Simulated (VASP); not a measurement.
# Si (Fd-3m) in VASP: a series of runs

Si is run at these levels: PBE; tasks: single point, relaxation of cell and atoms.

Everything below comes from runs of VASP 6.6.1. Logs are shortened: lines on timing, memory, paths and dates and some standing lists are left out, and cuts for length are marked.

### 1 The cell of the first run

The structure is cubic, space group Fd-3m (No. 227). Conventional cell: a = 5.470 Å, b = 5.470 Å, c = 5.470 Å, α = 90.00°, β = 90.00°, γ = 90.00°. Si (site symmetry -43m) has 4 Si at 2.37 Å within 3.1 Å.

### 2 Single point, PBE

Contents of INCAR:

```
SYSTEM = Si
PREC = Accurate ; ENCUT = 520
EDIFF = 1E-7 ; ISMEAR = 0
SIGMA = 0.02 ; LREAL = .False.
LASPH = .True. ; NELM = 100
ALGO = Normal ; ISIF = 2
LWAVE = .False. ; LCHARG = .False.
GGA = PE ; NBANDS = 11
```

Contents of KPOINTS:

```
Automatic mesh
0
Gamma
  8 8 8
  0 0 0
```

Contents of POSCAR:

```
Si
1.0
    0.0000000000      2.7350468288      2.7350468288
    2.7350468288      0.0000000000      2.7350468288
    2.7350468288      2.7350468288      0.0000000000
Si
2
Direct
    0.2500000000      0.2500000000      0.2500000000
    0.0000000000      0.0000000000      0.0000000000
```

Potentials or basis: VASP PAW PBE potentials, release 64 (Si).

The run is started by

```
$ cat potpaw_PBE.64/Si/POTCAR > POTCAR
$ mpirun -np 1 vasp_std > vasp.out
```

OUTCAR:

```text
SYSTEM = Si
   PREC = Accurate
   ENCUT = 520
   EDIFF = 1E-7
   ISMEAR = 0
   LREAL = .False.
   LASPH = .True.
   NELM = 100
   ISIF = 2
   GGA = PE

 ion  position               nearest neighbor table
   1  0.250  0.250  0.250-   2 2.37   2 2.37   2 2.37   2 2.37
   2  0.000  0.000  0.000-   1 2.37   1 2.37   1 2.37   1 2.37

  LATTYP: Found a face centered cubic cell.
 ALAT       =     5.4700936576

  Lattice vectors:

 A1 = (   0.0000000000,   2.7350468288,   2.7350468288)
 A2 = (   2.7350468288,   0.0000000000,   2.7350468288)
 A3 = (   2.7350468288,   2.7350468288,   0.0000000000)

Analysis of symmetry for initial positions (statically):
[... 5 lines left out ...]
 face centered cubic supercell.

 Subroutine GETGRP returns: Found 48 space group operations
 (whereof 24 operations were pure point group operations)
 out of a pool of 48 trial point group operations.

The static configuration has the point symmetry T_d .
 The point group associated with its full space group is O_h .

Analysis of symmetry for dynamics (positions and initial velocities):
[... 5 lines left out ...]
 face centered cubic supercell.

 Subroutine GETGRP returns: Found 48 space group operations
 (whereof 24 operations were pure point group operations)
 out of a pool of 48 trial point group operations.

The dynamic configuration has the point symmetry T_d .
 The point group associated with its full space group is O_h .

 Subroutine INISYM returns: Found 48 space group operations
 (whereof 24 operations are pure point group operations),
 and found     1 'primitive' translations

----------------------------------------------------------------------------------------

                                     Primitive cell

  volume of cell :      40.9189

  direct lattice vectors                    reciprocal lattice vectors
     0.000000000  2.735046829  2.735046829    -0.182812226  0.182812226  0.182812226
     2.735046829  0.000000000  2.735046829     0.182812226 -0.182812226  0.182812226
     2.735046829  2.735046829  0.000000000     0.182812226  0.182812226 -0.182812226

  length of vectors
     3.867940319  3.867940319  3.867940319     0.316640064  0.316640064  0.316640064

  position of ions in fractional coordinates (direct lattice)
     0.250000000  0.250000000  0.250000000
     0.000000000  0.000000000  0.000000000

  ion indices of the primitive-cell ions
   primitive index   ion index
                 1           1
                 2           2

----------------------------------------------------------------------------------------

 KPOINTS: Automatic mesh

Automatic generation of k-mesh.
 Grid dimensions read from file:
 generate k-points for:    8    8    8

 Generating k-lattice:

  Cartesian coordinates                     Fractional coordinates (reciprocal lattice)
    -0.022851528  0.022851528  0.022851528     0.125000000  0.000000000  0.000000000
     0.022851528 -0.022851528  0.022851528     0.000000000  0.125000000  0.000000000
     0.022851528  0.022851528 -0.022851528     0.000000000  0.000000000  0.125000000

  Length of vectors
     0.039580008  0.039580008  0.039580008

  Shift w.r.t. Gamma in fractional coordinates (k-lattice)
     0.000000000  0.000000000  0.000000000

 Subroutine IBZKPT returns following result:
 ===========================================

 Found     29 irreducible k-points:

 Following reciprocal coordinates:
            Coordinates               Weight
  0.000000  0.000000  0.000000      1.000000
  0.125000  0.000000  0.000000      8.000000
  0.250000  0.000000  0.000000      8.000000
  0.375000  0.000000  0.000000      8.000000
  0.500000  0.000000  0.000000      4.000000
  0.125000  0.125000  0.000000      6.000000
[... 16 lines left out ...]
  0.500000  0.250000  0.125000     48.000000
 -0.375000  0.250000  0.125000     24.000000
 [... further k-points ...]
   k-points           NKPTS =     29   k-points in BZ     NKDIM =     29   number of bands    NBANDS=     11
   number of dos      NEDOS =    301   number of ions     NIONS =      2
   total plane-waves  NPLWV =  27000
   dimension x,y,z NGX =    30 NGY =   30 NGZ =   30
   dimension x,y,z NGXF=    60 NGYF=   60 NGZF=   60
   ions per type =               2
   NGX,Y,Z   is equivalent  to a cutoff of  12.89, 12.89, 12.89 a.u.
   NGXF,Y,Z  is equivalent  to a cutoff of  25.79, 25.79, 25.79 a.u.
 SYSTEM =  Si
   PREC   = accura    normal or accurate (medium, high low for compatibility)
   ISTART =      0    job   : 0-new  1-cont  2-samecut
   ICHARG =      2    charge: 1-file 2-atom 10-const
   ISPIN  =      1    spin polarized calculation?
   LNONCOLLINEAR =      F non collinear calculations
   LSORBIT =      F    spin-orbit coupling
   LASPH  =      T    aspherical Exc in radial PAW
   ENCUT  =  520.0 eV  38.22 Ry    6.18 a.u.   7.19  7.19  7.19*2*pi/ulx,y,z
   NELM   =    100;   NELMIN=  2; NELMDL= -5     # of ELM steps
   EDIFF  = 0.1E-06   stopping-criterion for ELM
   LREAL  =      F    real-space projection
   EDIFFG = 0.1E-05   stopping-criterion for IOM
   NSW    =      0    number of steps for IOM
   IBRION =     -1    ionic relax: 0-MD 1-quasi-New 2-CG
   NFREE  =      0    steps in history (QN), initial steepest desc. (CG)
   ISIF   =      2    stress and relaxation
   ISYM   =      2    0-nonsym 1-usesym 2-fastsym
   POTIM  = 0.5000    time-step for ionic-motion
   TEBEG  =    0.0;   TEEND  =   0.0 temperature during run
   PSTRESS=    0.0 pullay stress
   NELECT =       8.0000    total number of electrons
   NUPDOWN=      -1.0000    fix difference up-down
   EMIN   =  10.00;   EMAX   =-10.00  energy-range for DOS
   EFERMI =   0.00;   METHOD = LEGACY
   ISMEAR =     0;   SIGMA  =   0.02  broadening in eV -4-tet -1-fermi 0-gaus
   EFERMI_NEDOS =   21; number of points for ismear=-14 and -15
   IALGO  =     38    algorithm
   IMIX   =      4    mixing-type and parameters
     AMIX     =   0.40;   BMIX     =  1.00
     AMIX_MAG =   1.60;   BMIX_MAG =  1.00
  volume/ion in A,a.u.               =      20.46       138.07
  Fermi-wavevector in a.u.,A,eV,Ry     =   0.950160  1.795542 12.283394  0.902804
  Thomas-Fermi vector in A             =   2.078511
   LORBIT       =      0    0 simple, 1 ext, 2 COOP (PROOUT), +10 PAW based schemes
   GGA     = PE    functional components
   LHFCALC =     F    Hartree Fock is set to
   AEXX    =    0.0000 exact exchange contribution
   IVDW    =     0    specifies the selected vdW correction
   LEPSILON=     F    determine dielectric tensor
   LRPA    =     F    only Hartree local field effects (RPA)
 non-spin polarized calculation
 Gauss-broadening in eV      SIGMA  =   0.02
  energy-cutoff  :      520.00
  volume of cell :       40.92
 maximum number of plane-waves:      1124
 NGX is ok and might be reduce to    30
   NGX = 15   NGY = 15   NGZ = 15

 number of electron       8.0000001 magnetization

 Free energy of the ion-electron system (eV)
  ---------------------------------------------------
  ext. energy  EPLUGINS =         0.00000000
  ---------------------------------------------------
  free energy    TOTEN  =       -10.84608153 eV

  energy without entropy =      -10.84608153  energy(sigma->0) =      -10.84608153

 E-fermi :   5.7101     XC(G=0):  -9.3234

 val. band max:        5.6101196035   @ k =   0.0000   0.0000   0.0000
 cond. band min:       6.2613498815   @ k =   0.3750   0.3750   0.0000
 fundamental gap:      0.6512302779
 Fermi energy:         5.7100730501

 k-point     1 :       0.0000    0.0000    0.0000
  band No.  band energies     occupation
      1      -6.1997      2.00000
      2       5.6101      2.00000
      3       5.6101      2.00000
      4       5.6101      2.00000
      5       8.1661      0.00000
      6       8.1661      0.00000
      7       8.1661      0.00000
      8       8.7356      0.00000
      9      13.3182      0.00000
     10      13.3182      0.00000
     11      13.4849      0.00000

 k-point     2 :       0.1250    0.0000    0.0000
  band No.  band energies     occupation
      1      -5.9994      2.00000
      2       4.0195      2.00000
      3       5.3279      2.00000
      4       5.3279      2.00000
      5       8.0507      0.00000
      6       8.5813      0.00000
      7       8.5813      0.00000
      8      10.1365      0.00000
      9      12.8456      0.00000
     10      12.8456      0.00000
     11      14.2602      0.00000

 k-point     3 :       0.2500    0.0000    0.0000
  band No.  band energies     occupation
      1      -5.4154      2.00000
      2       1.7250      2.00000
      3       4.8655      2.00000
      4       4.8655      2.00000
      5       7.5667      0.00000
      6       9.0992      0.00000
      7       9.0992      0.00000
      8      12.3553      0.00000
      9      12.7964      0.00000
     10      12.7964      0.00000
     11      14.5375      0.00000

 k-point     4 :       0.3750    0.0000    0.0000
  band No.  band energies     occupation
      1      -4.5415      2.00000
      2      -0.2581      2.00000
      3       4.5429      2.00000
      4       4.5429      2.00000
      5       7.2022      0.00000
      6       9.0627      0.00000
      7       9.0627      0.00000
      8      13.4459      0.00000
      9      14.1473      0.00000
     10      14.1473      0.00000
     11      15.1163      0.00000
[... 239 lines left out ...]
 k-point    22 :       0.3750    0.2500    0.1250
  band No.  band energies     occupation
      1      -4.8957      2.00000
      2       1.3426      2.00000
      3       2.9599      2.00000
      4       4.2108      2.00000
      5       8.0529      0.00000
      6       9.4344      0.00000
      7       9.8132      0.00000
      8      11.0488      0.00000
      9      13.3203      0.00000
     10      15.7106      0.00000
     11      16.5707      0.00000

 k-point    23 :       0.5000    0.2500    0.1250
  band No.  band energies     occupation
      1      -4.0269      2.00000
      2      -0.1760      2.00000
      3       2.3560      2.00000
      4       3.7238      2.00000
      5       8.4738      0.00000
      6       9.1389      0.00000
      7      10.5863      0.00000
      8      11.4864      0.00000
      9      14.5378      0.00000
     10      15.2334      0.00000
     11      17.5094      0.00000

 k-point    24 :      -0.3750    0.2500    0.1250
  band No.  band energies     occupation
      1      -3.3933      2.00000
      2      -1.0947      2.00000
      3       2.2246      2.00000
      4       3.5010      2.00000
      5       8.6322      0.00000
      6       8.7567      0.00000
      7      11.4547      0.00000
      8      12.6746      0.00000
      9      12.9142      0.00000
     10      16.1154      0.00000
     11      17.1586      0.00000

 [... further k-points ...]
[... 5 lines left out ...]
  --------------------------------------------------------------------------------------
  -------------------------------------------------------------------------------------
  Total       -0.0175142     -0.0175142     -0.0175142      0.0000000      0.0000000      0.0000000
  in kB       -0.6857651     -0.6857651     -0.6857651      0.0000000      0.0000000      0.0000000
  external PRESSURE =      -0.6857651 kB  Pullay stress =       0.0000000 kB

 VOLUME and BASIS-vectors are now :
 -----------------------------------------------------------------------------
  energy-cutoff  :      520.00
  volume of cell :       40.92
      direct lattice vectors                 reciprocal lattice vectors
     0.000000000  2.735046829  2.735046829    -0.182812226  0.182812226  0.182812226
     2.735046829  0.000000000  2.735046829     0.182812226 -0.182812226  0.182812226
     2.735046829  2.735046829  0.000000000     0.182812226  0.182812226 -0.182812226

 POSITION                                       TOTAL-FORCE (eV/Angst)
 -----------------------------------------------------------------------------------
      1.36752      1.36752      1.36752        -0.000000     -0.000000      0.000000
      0.00000      0.00000      0.00000         0.000000      0.000000     -0.000000
 -----------------------------------------------------------------------------------
    total drift:                               -0.000000     -0.000000     -0.000000

  FREE ENERGIE OF THE ION-ELECTRON SYSTEM (eV)
  ---------------------------------------------------
  free  energy   TOTEN  =       -10.8460815276 eV

  energy  without entropy=      -10.8460815276  energy(sigma->0) =      -10.84608153
```

It took 6.1 s on 1 thread of Intel Xeon 6975P-C (Granite Rapids), shared host; peak memory 0.15 GiB.

Results:

```
Free energy            : -10.8461 eV
Pressure               : -0.1 GPa
Band gap on the k mesh : 0.65 eV, indirect (least direct gap 2.56 eV)
```

Levels at points of the mesh, in eV from the valence-band top:
| k point | band 2 | band 3 | band 4 | band 5 | band 6 | band 7 |
| --- | --- | --- | --- | --- | --- | --- |
| (0.00, 0.00, 0.00) | 0.00 | 0.00 | 0.00 | 2.56 | 2.56 | 2.56 |
| (0.50, 0.00, 0.00) | -6.87 | -1.18 | -1.18 | 1.46 | 3.35 | 3.35 |
| (0.50, 0.50, 0.00) | -7.74 | -2.79 | -2.79 | 0.75 | 0.75 | 9.93 |

A k mesh can miss the band edges. Expect the measured gap to be larger: semilocal functionals such as PBE lack the derivative discontinuity.

### 3 Single point, PBE

Contents of INCAR:

```
PREC = Accurate
ENCUT = 520
EDIFF = 1E-7
ISMEAR = 0
SIGMA = 0.02
LREAL = F
LASPH = T
NELM = 100
ALGO = Normal
ISIF = 2
LWAVE = F
LCHARG = F
GGA = PE
NBANDS = 11
```

Contents of KPOINTS:

```
Automatic mesh
0
Gamma
  8 8 8
```

POSCAR is that of step 2.

Potentials or basis: VASP PAW PBE potentials, release 64 (Si).

The run is started by

```
$ cat potpaw_PBE.64/Si/POTCAR > POTCAR
$ mpirun -np 1 vasp_std > vasp.out
```

Wall time 6 s (1 thread of Intel Xeon 6975P-C (Granite Rapids), shared host); peak memory 0.15 GiB.

It converged, with:

```
Free energy            : -10.8461 eV
Pressure               : -0.1 GPa
Band gap on the k mesh : 0.65 eV, indirect (least direct gap 2.56 eV)
```

Levels at points of the mesh, in eV from the valence-band top:
```
           k point  band 1  band 2  band 3  band 4  band 5  band 6  band 7  band 8  band 9
(0.00, 0.00, 0.00)  -11.81    0.00    0.00    0.00    2.56    2.56    2.56    3.13    7.71
(0.50, 0.00, 0.00)   -9.53   -6.87   -1.18   -1.18    1.46    3.35    3.35    7.70   10.49
(0.50, 0.50, 0.00)   -7.74   -7.74   -2.79   -2.79    0.75    0.75    9.93    9.93   10.90
```

A k mesh can miss the band edges. PBE gaps usually lie below the measured ones, often by a third to a half.

### 4 Relaxation of cell and atoms, PBE

This run uses another cell than the first one, of 20.16 Å³/atom, 0.986 times its volume.

Contents of INCAR:

```
PREC = Accurate ; ENCUT = 600
EDIFF = 1E-7 ; ISMEAR = 0
SIGMA = 0.02 ; LREAL = F
LASPH = T ; NELM = 80
ALGO = Normal ; ISIF = 3
LWAVE = F ; LCHARG = F
GGA = PE ; IBRION = 2
NSW = 100 ; EDIFFG = -0.005
```

Contents of KPOINTS:

```
regular mesh
0
Gamma
  8 8 8
```

Contents of POSCAR:

```
Si
1.0
    0.0000000000      2.7218511865      2.7218511865
    2.7218511865      0.0000000000      2.7218511865
    2.7218511865      2.7218511865      0.0000000000
Si
2
Direct
    0.2500000000      0.2500000000      0.2500000000
    0.0000000000      0.0000000000      0.0000000000
```

The run is started by

```
$ cat potpaw_PBE.64/Si/POTCAR > POTCAR
$ mpirun -np 1 vasp_std > vasp.out
```

It took 11 s on 1 thread of Intel Xeon 6975P-C (Granite Rapids), shared host; peak memory 0.17 GiB.

It converged, with:

```
Free energy                            : -10.8462 eV
Relaxed volume                         : 20.44 Å³/atom
Relaxed cell                           : a = 3.867 Å, b = 3.867 Å, c = 3.867 Å, α = 60.00°, β = 60.00°, γ = 60.00°
Space group after relaxing (to 0.05 Å) : Fd-3m (No. 227)
Energy gained by relaxing              : 1.1 meV/atom
Ionic steps                            : 3
Pressure after relaxing                : 0.0 GPa
Band gap on the k mesh                 : 0.65 eV, indirect (least direct gap 2.56 eV)
```

The path:
```csv
step,energy change (eV),largest force (eV/Å),pressure (GPa),volume (Å³)
1,0.0000,0.0000,1.27,40.33
2,-0.0012,0.0000,-0.80,41.27
3,-0.0022,0.0000,0.01,40.89
```

Final structure:
```
Si
1.0
     0.00000    2.73436    2.73436
     2.73436    0.00000    2.73436
     2.73436    2.73436    0.00000
Si
2
Direct
  0.25000 0.25000 0.25000
  0.00000 0.00000 0.00000
```

Levels at points of the mesh, in eV from the valence-band top:
```tsv
k point	band 1	band 2	band 3	band 4	band 5	band 6	band 7	band 8
(0.00, 0.00, 0.00)	-11.81	0.00	0.00	0.00	2.56	2.56	2.56	3.13
(0.50, 0.00, 0.00)	-9.54	-6.87	-1.18	-1.18	1.47	3.35	3.35	7.70
(0.50, 0.50, 0.00)	-7.75	-7.75	-2.79	-2.79	0.75	0.75	9.94	9.94
```

A k mesh can miss the band edges. A hybrid or GW would open this gap; PBE tends to underestimate it.
